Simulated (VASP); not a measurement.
# Li4BiPb (F-43m) in VASP: further runs

Li4BiPb is run at these levels: PBE; tasks: single point, relaxation of cell and atoms.

All numbers are computed with VASP 6.6.1; they aren't measurements. Logs are shortened: lines on timing, memory, paths and dates and some standing lists are left out, and cuts for length are marked.

### Step 1. The cell of the first run

The structure is cubic, space group F-43m (No. 216). The conventional cell has a = 7.436 Å, b = 7.436 Å, c = 7.436 Å, α = 90.00°, β = 90.00°, γ = 90.00°. Li (site symmetry 3m) has 6 Li at 2.61 to 2.65 Å and 3 Pb at 3.08 Å and 3 Bi at 3.08 Å within 3.4 Å. Within 4.1 Å of Bi (site symmetry -43m) lie 12 Li at 3.08 Å and 4 Pb at 3.22 Å. Pb (site symmetry -43m) has 12 Li at 3.08 Å and 4 Bi at 3.22 Å within 4.1 Å.

### Step 2. Single point, PBE

Input file INCAR:

```
SYSTEM = Li4BiPb
PREC     = Accurate       ! precision mode
ENCUT    = 520            ! plane-wave cutoff, eV
EDIFF    = 1E-6           ! SCF threshold, eV
ISMEAR   = 0              ! smearing method
SIGMA    = 0.1            ! smearing width, eV
LREAL    = .False.        ! projectors in reciprocal space
LASPH    = .True.         ! aspherical terms in the spheres
NELM     = 80             ! most SCF steps
ALGO     = Fast           ! electronic algorithm
ISIF     = 2              ! what is computed and relaxed
LWAVE    = .False.        ! write WAVECAR
LCHARG   = .False.        ! write CHGCAR
GGA      = PE             ! functional
NBANDS   = 30             ! bands
```

Input file KPOINTS:

```
Automatic mesh
0
Gamma
  4 4 4
  0 0 0
```

Input file POSCAR:

```
Li4BiPb
1.0
    0.0000000000      3.7179190538      3.7179190538
    3.7179190538      0.0000000000      3.7179190538
    3.7179190538      3.7179190538      0.0000000000
Li Bi Pb
4 1 1
Direct
    0.6257700000      0.1226900000      0.6257700000
    0.6257700000      0.6257700000      0.1226900000
    0.6257700000      0.6257700000      0.6257700000
    0.1226900000      0.6257700000      0.6257700000
    0.2500000000      0.2500000000      0.2500000000
    0.0000000000      0.0000000000      0.0000000000
```

Potentials or basis: VASP PAW PBE potentials, release 64 (Li_sv, Bi_d, Pb_d).

Run with:

```sh
$ cat potpaw_PBE.64/Li_sv/POTCAR potpaw_PBE.64/Bi_d/POTCAR potpaw_PBE.64/Pb_d/POTCAR > POTCAR
$ mpirun -np 1 vasp_std > vasp.out
```

OUTCAR:

```text
SYSTEM = Li4BiPb
   PREC = Accurate
   ENCUT = 520
   EDIFF = 1E-6
   ISMEAR = 0
   LREAL = .False.
   LASPH = .True.
   NELM = 80
   ISIF = 2
   GGA = PE

 ion  position               nearest neighbor table
   1  0.626  0.123  0.626-   6 3.08   6 3.08   6 3.08   5 3.08   5 3.08   5 3.08
   2  0.626  0.626  0.123-   6 3.08   6 3.08   6 3.08   5 3.08   5 3.08   5 3.08
   3  0.626  0.626  0.626-   6 3.08   6 3.08   6 3.08   5 3.08   5 3.08   5 3.08
   4  0.123  0.626  0.626-   6 3.08   6 3.08   6 3.08   5 3.08   5 3.08   5 3.08
   5  0.250  0.250  0.250-   1 3.08   4 3.08   4 3.08   1 3.08   2 3.08   2 3.08   3 3.08   3 3.08
                             3 3.08   1 3.08   2 3.08   4 3.08   6 3.22   6 3.22   6 3.22   6 3.22
   6  0.000  0.000  0.000-   1 3.08   2 3.08   4 3.08   3 3.08   3 3.08   3 3.08   1 3.08   1 3.08
                             4 3.08   2 3.08   2 3.08   4 3.08   5 3.22   5 3.22   5 3.22   5 3.22

  LATTYP: Found a face centered cubic cell.
 ALAT       =     7.4358381076

  Lattice vectors:

 A1 = (   0.0000000000,   3.7179190538,   3.7179190538)
 A2 = (   3.7179190538,   0.0000000000,   3.7179190538)
 A3 = (   3.7179190538,   3.7179190538,   0.0000000000)

Analysis of symmetry for initial positions (statically):
=====================================================================
 Subroutine PRICEL returns:
 Original cell was already a primitive cell.

 Routine SETGRP: Setting up the symmetry group for a
 face centered cubic supercell.

 Subroutine GETGRP returns: Found 24 space group operations
 (whereof 24 operations were pure point group operations)
 out of a pool of 48 trial point group operations.

The static configuration has the point symmetry T_d .

Analysis of symmetry for dynamics (positions and initial velocities):
=====================================================================
 Subroutine PRICEL returns:
 Original cell was already a primitive cell.

 Routine SETGRP: Setting up the symmetry group for a
 face centered cubic supercell.

 Subroutine GETGRP returns: Found 24 space group operations
 (whereof 24 operations were pure point group operations)
 out of a pool of 48 trial point group operations.

The dynamic configuration has the point symmetry T_d .

 Subroutine INISYM returns: Found 24 space group operations
 (whereof 24 operations are pure point group operations),
 and found     1 'primitive' translations

----------------------------------------------------------------------------------------

[... 87 lines left out ...]
   IBRION =     -1    ionic relax: 0-MD 1-quasi-New 2-CG
   NFREE  =      0    steps in history (QN), initial steepest desc. (CG)
   ISIF   =      2    stress and relaxation
   ISYM   =      2    0-nonsym 1-usesym 2-fastsym
   POTIM  = 0.5000    time-step for ionic-motion
   TEBEG  =    0.0;   TEEND  =   0.0 temperature during run
   PSTRESS=    0.0 pullay stress
   NELECT =      41.0000    total number of electrons
   NUPDOWN=      -1.0000    fix difference up-down
   EMIN   =  10.00;   EMAX   =-10.00  energy-range for DOS
   EFERMI =   0.00;   METHOD = LEGACY
   ISMEAR =     0;   SIGMA  =   0.10  broadening in eV -4-tet -1-fermi 0-gaus
   EFERMI_NEDOS =   21; number of points for ismear=-14 and -15
   IALGO  =     68    algorithm
   IMIX   =      4    mixing-type and parameters
     AMIX     =   0.40;   BMIX     =  1.00
     AMIX_MAG =   1.60;   BMIX_MAG =  1.00
  volume/ion in A,a.u.               =      17.13       115.60
  Fermi-wavevector in a.u.,A,eV,Ry     =   1.205109  2.277325 19.759561  1.452287
  Thomas-Fermi vector in A             =   2.340814
   LORBIT       =      0    0 simple, 1 ext, 2 COOP (PROOUT), +10 PAW based schemes
   GGA     = PE    functional components
   LHFCALC =     F    Hartree Fock is set to
   AEXX    =    0.0000 exact exchange contribution
   IVDW    =     0    specifies the selected vdW correction
   LEPSILON=     F    determine dielectric tensor
   LRPA    =     F    only Hartree local field effects (RPA)
 non-spin polarized calculation
 RMM-DIIS sequential band-by-band and
 Gauss-broadening in eV      SIGMA  =   0.10
  energy-cutoff  :      520.00
  volume of cell :      102.79
 maximum number of plane-waves:      2788
   NGX = 19   NGY = 19   NGZ = 19

 number of electron      41.0000037 magnetization

 Free energy of the ion-electron system (eV)
  ---------------------------------------------------
  ext. energy  EPLUGINS =         0.00000000
  ---------------------------------------------------
  free energy    TOTEN  =       -15.30902313 eV

  energy without entropy =      -15.27902409  energy(sigma->0) =      -15.29402361

 E-fermi :   6.1553     XC(G=0):  -9.6820

 val. band max:        6.0666717343   @ k =   0.2500   0.0000   0.0000
 cond. band min:       6.1721958609   @ k =   0.5000   0.0000   0.0000
 fundamental gap:      0.1055241266
 Fermi energy:         6.1553363199

 k-point     1 :       0.0000    0.0000    0.0000
  band No.  band energies     occupation
      1     -40.3121      2.00000
      2     -40.2487      2.00000
      3     -40.2487      2.00000
      4     -40.2487      2.00000
      5     -16.6163      2.00000
      6     -16.6163      2.00000
[... 253 lines left out ...]
     29      12.6883      0.00000
     30      13.1404      0.00000

------------------------ aborting loop because EDIFF is reached ----------------------------------------

  FORCE on cell =-STRESS in cart. coord.  units (eV):
  Direction    XX          YY          ZZ          XY          YZ          ZX
  --------------------------------------------------------------------------------------
  -------------------------------------------------------------------------------------
  Total        5.9656508      5.9656508      5.9656508      0.0000000      0.0000000      0.0000000
  in kB       92.9905096     92.9905096     92.9905096      0.0000000      0.0000000      0.0000000
  external PRESSURE =      92.9905096 kB  Pullay stress =       0.0000000 kB

 VOLUME and BASIS-vectors are now :
 -----------------------------------------------------------------------------
  energy-cutoff  :      520.00
  volume of cell :      102.79
      direct lattice vectors                 reciprocal lattice vectors
     0.000000000  3.717919054  3.717919054    -0.134483832  0.134483832  0.134483832
     3.717919054  0.000000000  3.717919054     0.134483832 -0.134483832  0.134483832
     3.717919054  3.717919054  0.000000000     0.134483832  0.134483832 -0.134483832

 POSITION                                       TOTAL-FORCE (eV/Angst)
 -----------------------------------------------------------------------------------
      2.78271      4.65312      2.78271         0.026408     -0.026408      0.026408
      2.78271      2.78271      4.65312         0.026408      0.026408     -0.026408
      4.65312      4.65312      4.65312        -0.026408     -0.026408     -0.026408
      4.65312      2.78271      2.78271        -0.026408      0.026408      0.026408
      1.85896      1.85896      1.85896         0.000000      0.000000      0.000000
      0.00000      0.00000      0.00000         0.000000      0.000000      0.000000
 -----------------------------------------------------------------------------------
    total drift:                               -0.000001     -0.000001     -0.000001

  FREE ENERGIE OF THE ION-ELECTRON SYSTEM (eV)
  ---------------------------------------------------
  free  energy   TOTEN  =       -15.3090231260 eV

  energy  without entropy=      -15.2790240926  energy(sigma->0) =      -15.29402361
```

OSZICAR:

```text
N       E                     dE             d eps       ncg     rms          rms(c)
DAV:   1     0.418119654038E+03    0.41812E+03   -0.19037E+04   480   0.157E+03
DAV:   2     0.319324470379E+02   -0.38619E+03   -0.37645E+03   480   0.454E+02
DAV:   3    -0.963289150345E+01   -0.41565E+02   -0.40998E+02   696   0.142E+02
[... 26 lines left out ...]
RMM:  30    -0.153090190222E+02   -0.18741E-05   -0.21245E-05   598   0.159E-02    0.230E-03
RMM:  31    -0.153090204602E+02   -0.14380E-05   -0.16424E-05   577   0.142E-02    0.270E-03
RMM:  32    -0.153090216361E+02   -0.11759E-05   -0.13781E-05   570   0.132E-02    0.307E-03
RMM:  33    -0.153090224184E+02   -0.78234E-06   -0.10012E-05   515   0.114E-02    0.294E-03
RMM:  34    -0.153090231260E+02   -0.70752E-06   -0.89388E-06   507   0.111E-02
   1 F= -.15309023E+02 E0= -.15294024E+02  d E =-.299990E-01
```

stdout:

```text
POSCAR found type information on POSCAR LiBiPb
 POSCAR found :  3 types and       6 ions
 scaLAPACK will be used
 LDA part: xc-table for (Slater+PW92), standard interpolation
 POSCAR, INCAR and KPOINTS ok, starting setup
 FFT: planning ... GRIDC
 FFT: planning ... GRID_SOFT
 FFT: planning ... GRID
 WAVECAR not read
 entering main loop
WARNING in EDDRMM: call to ZHEGV failed, returncode =   8  4     11
```

It took 52 s on 1 thread of Intel Xeon Platinum 8559C (Emerald Rapids), shared host; peak memory 0.24 GiB.

What came out:

| Quantity | Value |
| --- | --- |
| Free energy | -15.3090 eV |
| Largest force | 0.046 eV/Å |
| Band gap on the k mesh | zero (an odd number of electrons rules out a gap without spin polarisation) |

Forces in eV/Å, atoms in the order of the input:
```
Li   0.026 -0.026  0.026
Li   0.026  0.026 -0.026
Li  -0.026 -0.026 -0.026
Li  -0.026  0.026  0.026
Bi   0.000  0.000  0.000
Pb   0.000  0.000  0.000
```

Caveat: the k points lie up to 0.37 Å⁻¹ apart, too coarse for converged energies and pressures of a metal; the cutoff is under 1.25 times the usual one of these potentials, so pressure, stress and relaxed cells hold a basis-set (Pulay) error; spin-orbit coupling is left out, which moves the levels of the heavy elements.

### Step 3. Single point, PBE

This run uses another cell than the first one, of 21.38 Å³/atom.

Input file INCAR:

```
SYSTEM = Li4BiPb
PREC = Accurate
ENCUT = 520
EDIFF = 1E-7
ISMEAR = 0
SIGMA = 0.1
LREAL = .False.
LASPH = .True.
NELM = 80
ALGO = Normal
ISIF = 2
LWAVE = .False.
LCHARG = .False.
GGA = PE
NBANDS = 30
```

Input file KPOINTS:

```
regular mesh
0
Gamma
  4 4 4
  0 0 0
```

Input file POSCAR:

```
Li4BiPb
1.0
    0.0000000000      4.0028851769      4.0028851769
    4.0028851769      0.0000000000      4.0028851769
    4.0028851769      4.0028851769      0.0000000000
Li Bi Pb
4 1 1
Direct
    0.6255680507      0.1232958478      0.6255680507
    0.6255680507      0.6255680507      0.1232958478
    0.6255680507      0.6255680507      0.6255680507
    0.1232958478      0.6255680507      0.6255680507
    0.2500000000      0.2500000000      0.2500000000
    0.0000000000      0.0000000000      0.0000000000
```

Potentials or basis: VASP PAW PBE potentials, release 64 (Li_sv, Bi_d, Pb_d).

Run with:

```sh
$ cat potpaw_PBE.64/Li_sv/POTCAR potpaw_PBE.64/Bi_d/POTCAR potpaw_PBE.64/Pb_d/POTCAR > POTCAR
$ mpirun -np 1 vasp_std > vasp.out
```

OUTCAR:

```text
SYSTEM = Li4BiPb
   PREC = Accurate
   ENCUT = 520
   EDIFF = 1E-7
   ISMEAR = 0
   LREAL = .False.
   LASPH = .True.
   NELM = 80
   ISIF = 2
   GGA = PE

 ion  position               nearest neighbor table
   1  0.626  0.123  0.626-   6 3.32   6 3.32   6 3.32
   2  0.626  0.626  0.123-   6 3.32   6 3.32   6 3.32
   3  0.626  0.626  0.626-   6 3.32   6 3.32   6 3.32
   4  0.123  0.626  0.626-   6 3.32   6 3.32   6 3.32
   5  0.250  0.250  0.250-   6 3.47   6 3.47   6 3.47   6 3.47
   6  0.000  0.000  0.000-   1 3.32   4 3.32   2 3.32   2 3.32   1 3.32   4 3.32   3 3.32   3 3.32
                             3 3.32   1 3.32   2 3.32   4 3.32   5 3.47   5 3.47   5 3.47   5 3.47

  LATTYP: Found a face centered cubic cell.
 ALAT       =     8.0057703538

  Lattice vectors:

 A1 = (   0.0000000000,   4.0028851769,   4.0028851769)
 A2 = (   4.0028851769,   0.0000000000,   4.0028851769)
 A3 = (   4.0028851769,   4.0028851769,   0.0000000000)

Analysis of symmetry for initial positions (statically):
=====================================================================
 Subroutine PRICEL returns:
 Original cell was already a primitive cell.

 Routine SETGRP: Setting up the symmetry group for a
 face centered cubic supercell.

 Subroutine GETGRP returns: Found 24 space group operations
 (whereof 24 operations were pure point group operations)
 out of a pool of 48 trial point group operations.

The static configuration has the point symmetry T_d .

Analysis of symmetry for dynamics (positions and initial velocities):
=====================================================================
 Subroutine PRICEL returns:
 Original cell was already a primitive cell.

 Routine SETGRP: Setting up the symmetry group for a
 face centered cubic supercell.

 Subroutine GETGRP returns: Found 24 space group operations
 (whereof 24 operations were pure point group operations)
[... 113 lines left out ...]
     AMIX_MAG =   1.60;   BMIX_MAG =  1.00
  volume/ion in A,a.u.               =      21.38       144.28
  Fermi-wavevector in a.u.,A,eV,Ry     =   1.119317  2.115202 17.046330  1.252870
  Thomas-Fermi vector in A             =   2.255955
   LORBIT       =      0    0 simple, 1 ext, 2 COOP (PROOUT), +10 PAW based schemes
   GGA     = PE    functional components
   LHFCALC =     F    Hartree Fock is set to
   AEXX    =    0.0000 exact exchange contribution
   IVDW    =     0    specifies the selected vdW correction
   LEPSILON=     F    determine dielectric tensor
   LRPA    =     F    only Hartree local field effects (RPA)
 non-spin polarized calculation
 Gauss-broadening in eV      SIGMA  =   0.10
  energy-cutoff  :      520.00
  volume of cell :      128.28
 maximum number of plane-waves:      3479
   NGX = 21   NGY = 21   NGZ = 21

 number of electron      41.0000010 magnetization

 Free energy of the ion-electron system (eV)
  ---------------------------------------------------
  ext. energy  EPLUGINS =         0.00000000
  ---------------------------------------------------
  free energy    TOTEN  =       -15.93133298 eV

  energy without entropy =      -15.89820125  energy(sigma->0) =      -15.91476711

 E-fermi :   4.3578     XC(G=0):  -8.8133

 val. band max:        4.2929831422   @ k =   0.2500   0.0000   0.0000
 cond. band min:       4.3969151542   @ k =   0.5000   0.2500   0.0000
 fundamental gap:      0.1039320121
 Fermi energy:         4.3577774904

 k-point     1 :       0.0000    0.0000    0.0000
  band No.  band energies     occupation
      1     -42.3414      2.00000
      2     -42.3129      2.00000
      3     -42.3129      2.00000
      4     -42.3129      2.00000
      5     -18.2495      2.00000
      6     -18.2495      2.00000
[... 253 lines left out ...]
     29       9.7443      0.00000
     30      10.2390      0.00000

------------------------ aborting loop because EDIFF is reached ----------------------------------------

  FORCE on cell =-STRESS in cart. coord.  units (eV):
  Direction    XX          YY          ZZ          XY          YZ          ZX
  --------------------------------------------------------------------------------------
  -------------------------------------------------------------------------------------
  Total        0.0286181      0.0286181      0.0286181      0.0000000      0.0000000     -0.0000000
  in kB        0.3574396      0.3574396      0.3574396      0.0000000      0.0000000     -0.0000000
  external PRESSURE =       0.3574396 kB  Pullay stress =       0.0000000 kB

 VOLUME and BASIS-vectors are now :
 -----------------------------------------------------------------------------
  energy-cutoff  :      520.00
  volume of cell :      128.28
      direct lattice vectors                 reciprocal lattice vectors
     0.000000000  4.002885177  4.002885177    -0.124909903  0.124909903  0.124909903
     4.002885177  0.000000000  4.002885177     0.124909903 -0.124909903  0.124909903
     4.002885177  4.002885177  0.000000000     0.124909903  0.124909903 -0.124909903

 POSITION                                       TOTAL-FORCE (eV/Angst)
 -----------------------------------------------------------------------------------
      2.99762      5.00815      2.99762         0.000150     -0.000150      0.000150
      2.99762      2.99762      5.00815         0.000150      0.000150     -0.000150
      5.00815      5.00815      5.00815        -0.000150     -0.000150     -0.000150
      5.00815      2.99762      2.99762        -0.000150      0.000150      0.000150
      2.00144      2.00144      2.00144         0.000000      0.000000      0.000000
      0.00000      0.00000      0.00000         0.000000      0.000000      0.000000
 -----------------------------------------------------------------------------------
    total drift:                                0.000001      0.000001     -0.000000

  FREE ENERGIE OF THE ION-ELECTRON SYSTEM (eV)
  ---------------------------------------------------
  free  energy   TOTEN  =       -15.9313329821 eV

  energy  without entropy=      -15.8982012468  energy(sigma->0) =      -15.91476711
```

OSZICAR:

```text
N       E                     dE             d eps       ncg     rms          rms(c)
DAV:   1     0.398835335948E+03    0.39884E+03   -0.19124E+04   480   0.150E+03
DAV:   2     0.298214208942E+02   -0.36901E+03   -0.35952E+03   480   0.422E+02
DAV:   3    -0.939022401416E+01   -0.39212E+02   -0.38771E+02   716   0.136E+02
DAV:   4    -0.155515708422E+02   -0.61613E+01   -0.60684E+01   856   0.431E+01
DAV:   5    -0.161695563070E+02   -0.61799E+00   -0.61756E+00   706   0.998E+00    0.181E+00
DAV:   6    -0.159518444419E+02    0.21771E+00   -0.87923E-01   682   0.595E+00    0.683E-01
DAV:   7    -0.159339563018E+02    0.17888E-01   -0.89336E-02   720   0.162E+00    0.254E-01
DAV:   8    -0.159314466871E+02    0.25096E-02   -0.60204E-03   730   0.501E-01    0.757E-02
DAV:   9    -0.159313448399E+02    0.10185E-03   -0.66284E-04   778   0.145E-01    0.209E-02
DAV:  10    -0.159313363819E+02    0.84580E-05   -0.55017E-05   704   0.353E-02    0.967E-03
DAV:  11    -0.159313343106E+02    0.20712E-05   -0.36624E-06   714   0.147E-02    0.196E-03
DAV:  12    -0.159313331913E+02    0.11194E-05   -0.27208E-07   528   0.321E-03    0.609E-04
DAV:  13    -0.159313330818E+02    0.10949E-06   -0.53385E-08   378   0.237E-03    0.206E-04
DAV:  14    -0.159313329821E+02    0.99622E-07   -0.11641E-08   366   0.108E-03
   1 F= -.15931333E+02 E0= -.15914767E+02  d E =-.331317E-01
```

Wall time 30 s (1 thread of Intel Xeon Platinum 8559C (Emerald Rapids), shared host); peak memory 0.26 GiB.

What came out:

* Free energy: -15.9313 eV
* Band gap on the k mesh: zero (an odd number of electrons rules out a gap without spin polarisation)

Levels at points of the mesh, in eV from the Fermi level:
| k point | band 16 | band 17 | band 18 | band 19 | band 20 | band 21 | band 22 | band 23 | band 24 | band 25 |
| --- | --- | --- | --- | --- | --- | --- | --- | --- | --- | --- |
| (0.00, 0.00, 0.00) | -7.35 | -1.59 | -1.59 | -1.59 | -0.77 | -0.77 | -0.77 | -0.07 | 0.55 | 2.67 |
| (0.50, 0.00, 0.00) | -8.23 | -3.25 | -2.45 | -2.45 | -0.12 | 0.08 | 0.08 | 1.58 | 2.54 | 3.99 |
| (0.50, 0.50, 0.00) | -8.53 | -3.20 | -3.20 | -2.22 | -1.98 | 1.82 | 2.01 | 2.65 | 2.65 | 4.64 |

Caveat: the cutoff is under 1.25 times the usual one of these potentials, so pressure, stress and relaxed cells hold a basis-set (Pulay) error; spin-orbit coupling is left out, which moves the levels of the heavy elements.

(Continued in part 2 of 2.)

The gap in the log of VASP goes by the Fermi energy; the results here count the filled bands.